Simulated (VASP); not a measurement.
Crystal: In3SbTe2.

```
CELL_PARAMETERS angstrom
7.04320 0.00000 0.00000
-3.52160 6.09959 0.00000
0.00000 0.00000 4.62798
ATOMIC_POSITIONS crystal
In 0.50000 0.00000 0.50000
In 0.00000 0.50000 0.50000
In 0.50000 0.50000 0.50000
Sb 0.00000 0.00000 0.50000
Te 0.33333 0.66667 0.00000
Te 0.66667 0.33333 0.00000
```

The cell was built from a structure type or drawn by symmetry, and may not be a known phase.

```yaml
Program: VASP 6.6.1
Task: relaxation of cell and atoms
Functional: PBE
Potentials_or_basis: VASP PAW PBE potentials, release 64 (In_d, Sb, Te)
Cutoff: 600 eV
k_mesh: 3 × 3 × 4
Occupations: gaussian, width 0.1 eV
Spin: no spin polarisation
```

At the start: pressure 0.2 GPa; volume 33.14 Å³/atom.

Question: How do energy, volume and symmetry change on relaxing?

Answer: Over 3 steps the energy falls by 6.6 meV/atom and the volume is 33.55 Å³/atom (+1.2 %); space group P6/mmm (No. 191, to 0.1 Å) before and after.

Step by step:
```
step  energy change (eV)  largest force (eV/Å)  pressure (GPa)  volume (Å³)
   1              0.0000                0.0000            0.21       198.82
   2             -0.0285                0.0000            0.14       200.07
   3             -0.0396                0.0000            0.09       201.27
```

Final structure:
```xyz
6
Lattice="7.1695 0.0000 0.0000 -3.5847 6.2089 0.0000 0.0000 0.0000 4.5215" Properties=species:S:1:pos:R:3 pbc="T T T"
In    0.0000    6.2089    2.2607
In   -1.7924    3.1045    2.2607
In    1.7924    3.1045    2.2607
Sb   -3.5847    6.2089    2.2607
Te    0.0000    4.1393    0.0000
Te    3.5847    2.0696    0.0000
```
